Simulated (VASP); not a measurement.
A run of VASP 6.6.1:

Contents of INCAR:

```
  PREC = Accurate
  ENCUT = 520
  EDIFF = 1E-7
  ISMEAR = -1
  SIGMA = 0.02
  LREAL = False
  LASPH = True
  NELM = 60
  ALGO = Normal
  ISIF = 2
  LWAVE = False
  LCHARG = True
  GGA = PE
  LELF = True
  LVHAR = True
  NBANDS = 26
```

File KPOINTS:

```
Automatic mesh
0
Gamma
  12 12 4
```

File POSCAR:

```
ZnS
1.0
    3.8244780986      0.0000000000      0.0000000000
   -1.9122390493      3.3120951896      0.0000000000
    0.0000000000      0.0000000000      6.2276269412
Zn S
2 2
Direct
    0.3333333333      0.6666666667     -0.0003098998
    0.6666666667      0.3333333333      0.4996901002
    0.3333333333      0.6666666667      0.3753098998
    0.6666666667      0.3333333333      0.8753098998
```

Potentials or basis: VASP PAW PBE potentials, release 64 (Zn, S).

Command:

```bash
$ cat potpaw_PBE.64/Zn/POTCAR potpaw_PBE.64/S/POTCAR > POTCAR
$ mpirun -np 1 vasp_std > vasp.out
```

Hardware: 1 thread of AMD EPYC 7R13, with other jobs on the host.

**Question.** How long does it take, and how much memory?

**Answer.** Run time: 2.5 min on 1 thread of AMD EPYC 7R13, on a shared host, peak memory 0.21 GiB. Counts: scf iterations 14, k points 57.
